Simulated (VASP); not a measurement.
# BeTe: single point with PBEsol

The system is BeTe.

```
Te Be
1.0
     0.00000    2.77000    2.77000
     2.77000    0.00000    2.77000
     2.77000    2.77000    0.00000
Te Be
1 1
Direct
  0.75000 0.75000 0.75000
  0.00000 0.00000 0.00000
```

```json
{
  "Program": "VASP 6.6.1",
  "Task": "single point",
  "Functional": "PBEsol",
  "Potentials or basis": "VASP PAW PBE potentials, release 64 (Te, Be)",
  "Cutoff": "520 eV",
  "k mesh": "6 × 6 × 6",
  "Occupations": "fermi-dirac, width 0.05 eV",
  "Spin": "no spin polarisation",
  "Dipole correction": "no",
  "Further INCAR settings": "ALGO = Normal; EDIFF = 1e-06; NBANDS = 11"
}
```

```yaml
Pressure: 2.6 GPa
Band_gap_on_the_k_mesh: 1.73 eV, indirect (least direct gap 3.55 eV)
```

Levels at points of the mesh, in eV from the valence-band top:
```
           k point  band 2  band 3  band 4  band 5  band 6  band 7
(0.00, 0.00, 0.00)    0.00    0.00    0.00    3.55    3.55    3.55
(0.50, 0.00, 0.00)   -5.90   -1.22   -1.22    3.17    4.53    4.53
(0.50, 0.50, 0.00)   -5.40   -2.85   -2.85    1.73    2.54   10.02
```

Wall time 5.6 s on 1 thread of AMD EPYC 7R13 Processor (Zen 3), on a shared host, peak memory 0.14 GiB.

Caveat: the PAW data sets were made with another functional, which shifts forces and pressure a little; spin-orbit coupling is left out, which moves the levels of the heavy elements. A k mesh can miss the band edges.
